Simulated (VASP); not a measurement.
Write the native input for VASP 6.6.1 that does the following.

```yaml
Task: relaxation of shape and atoms at fixed volume
Functional: PBE
Dispersion: D3(BJ)
Potentials_or_basis: VASP PAW PBE potentials, release 64 (Te, Mo_sv)
Cutoff: 600 eV
k_mesh: 10 × 10 × 4
Occupations: gaussian, width 0.05 eV
Spin: no spin polarisation
Dipole_correction: no
Further_INCAR_settings: ALGO = Normal; EDIFF = 1e-07; IBRION = 2; EDIFFG = -0.01; NSW = 60; ISIF = 4
```

The structure of Te2Mo lies in POSCAR:

```
Te2Mo
1.0
    3.3219966694      0.0000000000      0.0000000000
   -1.6609983347      2.8769335070      0.0000000000
    0.0000000000      0.0000000000     12.7493496166
Te Mo
4 2
Direct
    0.3333333333      0.6666666667      0.6085473844
    0.6666666667      0.3333333333      0.1085473844
    0.3333333333      0.6666666667      0.8914526156
    0.6666666667      0.3333333333      0.3914526156
    0.3333333333      0.6666666667      0.2500000000
    0.6666666667      0.3333333333      0.7500000000
```

These files were run (other wordings do the same):

INCAR

```
SYSTEM = Te2Mo
  PREC = Accurate
  ENCUT = 600
  EDIFF = 1E-7
  ISMEAR = 0
  SIGMA = 0.05
  LREAL = .False.
  LASPH = .True.
  NELM = 80
  ALGO = Normal
  ISIF = 4
  LWAVE = .False.
  LCHARG = .False.
  GGA = PE
  IVDW = 12
  IBRION = 2
  NSW = 60
  EDIFFG = -0.01
```

KPOINTS

```
Automatic mesh
0
Gamma
  10 10 4
  0 0 0
```

Potentials or basis: VASP PAW PBE potentials, release 64 (Te, Mo_sv).

Command:

```sh
$ cat potpaw_PBE.64/Te/POTCAR potpaw_PBE.64/Mo_sv/POTCAR > POTCAR
$ mpirun -np 1 vasp_std > vasp.out
```

Results of the run:

```
Energy gained by relaxing  : 8.0 meV/atom
Ionic steps                : 5
Pressure after relaxing    : 14.4 GPa
Band gap on the k mesh     : zero (bands 26 and 27 overlap by 0.31 eV)
Dispersion energy per atom : -0.661 eV
```

Caveat: spin-orbit coupling is left out, which moves the levels of the heavy elements.

Wall time 12 min on 1 thread of Intel(R) Xeon(R) Platinum 8488C (Sapphire Rapids), on a shared host, peak memory 0.4 GiB.
